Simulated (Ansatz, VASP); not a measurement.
## One calculation of InRu2, two programs

```xyz
3
Lattice="2.8541 0.0000 0.0000 0.0000 2.8541 0.0000 0.0000 0.0000 6.4103" Properties=species:S:1:pos:R:3 pbc="T T T"
In    0.0000    0.0000    0.0000
Ru    1.4271    1.4271    2.0943
Ru    1.4271    1.4271    4.3161
```

Change from the starting cell: species swapped into the FeSi2 type (P4/mmm, No. 123).

Alike in both runs: functional PBE; k mesh 6 × 6 × 4; occupations gaussian, width 0.1 eV; no spin polarisation.

Ansatz relaxed the structure, and its values are those at the end. VASP's run is a single point on that final structure, the one shown.

|  | VASP | Ansatz |
| --- | --- | --- |
| version | VASP 6.6.1 | Ansatz 0.2.0 |
| potentials or method | VASP PAW PBE potentials, release 64 (In_d, Ru_sv), cutoff 600 eV | scalar-relativistic, plane waves, PAW |
| valence electrons in the cell | 45 | 45 |

|  | VASP | Ansatz | Ansatz less VASP |
| --- | --- | --- | --- |
| gap on the k mesh at the Fermi level (eV) | none | none | - |
| pressure (GPa) | 0.0 | 0.1 | +0.09 |
| rms of the force components (eV/Å) | 0.006 | 0.001 | -0.0051 |

A gap of «none» marks a metal or a gap that the smearing closes. The functional is the same, so the differences come from potentials, cutoffs and numerics.

The k mesh is coarse, so the values compare programs but aren't converged.
